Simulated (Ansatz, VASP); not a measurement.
## HfN in VASP and in Ansatz

```
CELL_PARAMETERS angstrom
0.00000 2.19123 2.25900
2.19123 0.00000 2.25900
2.19123 2.19123 0.00000
ATOMIC_POSITIONS crystal
Hf 0.00000 0.00000 0.00000
N 0.50000 0.50000 0.50000
```

Change from the starting cell: strain -0.0300 x Voigt [1, 1, 0, 0, 0, 0], atoms carried along.

Alike in both runs: task single point; functional PBEsol; k mesh 18 × 18 × 18; occupations gaussian, width 0.15 eV; no spin polarisation.

|  | VASP | Ansatz |
| --- | --- | --- |
| version | VASP 6.6.1 | Ansatz 0.2.0 |
| potentials or method | VASP PAW PBE potentials, release 64 (Hf_pv, N), cutoff 520 eV | scalar-relativistic, plane waves, PAW |
| valence electrons in the cell | 15 | 31 |

Ansatz gave:

| Item | Value |
| --- | --- |
| gap on the k mesh at the Fermi level (eV) | none |
| pressure (GPa) | 16.5 |
| traceless stress, the component that is largest in VASP (GPa) | -12.55 |

Question: Estimate VASP's values.

Answer: gap on the k mesh at the Fermi level (eV): none; pressure (GPa): 14.3; traceless stress, the component that is largest in VASP (GPa): -12.53.

VASP's potentials were made for PBE, not for PBEsol. A gap of «none» marks a metal or a gap that the smearing closes. VASP's potentials hold 15 valence electrons a cell and Ansatz's 31, so a difference there can come from the potentials and not from the codes.

Neither program's run includes spin-orbit coupling.
